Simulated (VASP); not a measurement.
Wanted: the native input for a VASP 6.6.1 run.

- Task: single point
- Functional: LDA
- Potentials or basis: VASP PAW LDA potentials, release 64 (La, Hg)
- Cutoff: 520 eV
- k mesh: 9 × 9 × 9
- Occupations: fermi-dirac, width 0.05 eV
- Spin: no spin polarisation
- Dipole correction: no
- Further INCAR settings: ALGO = Normal; EDIFF = 1e-06; NBANDS = 18

The structure of LaHg lies in POSCAR:

```
LaHg
1.0
    3.5106769854      0.0000000000      0.0000000000
    0.0000000000      3.5106769854      0.0000000000
    0.0000000000      0.0000000000      3.5106769854
La Hg
1 1
Direct
    0.5000000000      0.5000000000      0.5000000000
    0.0000000000      0.0000000000      0.0000000000
```

This cell differs from its parent crystal: volume scaled by 0.75.

These files were run (other wordings do the same):

INCAR

```
  PREC = Accurate
  ENCUT = 520
  EDIFF = 1E-6
  ISMEAR = -1
  SIGMA = 0.05
  LREAL = F
  LASPH = T
  NELM = 100
  ALGO = Normal
  ISIF = 2
  LWAVE = F
  LCHARG = F
  NBANDS = 18
```

KPOINTS

```
Automatic mesh
0
Gamma
  9 9 9
```

Potentials or basis: VASP PAW LDA potentials, release 64 (La, Hg).

The run is started by

```console
$ cat potpaw_LDA.64/La/POTCAR potpaw_LDA.64/Hg/POTCAR > POTCAR
$ mpirun -np 1 vasp_std > vasp.out
```

It gave:

```yaml
Pressure: 25.6 GPa
```

Run time: 16 s on 1 thread of Intel(R) Xeon(R) Platinum 8488C (Sapphire Rapids), on a shared host, peak memory 0.17 GiB.
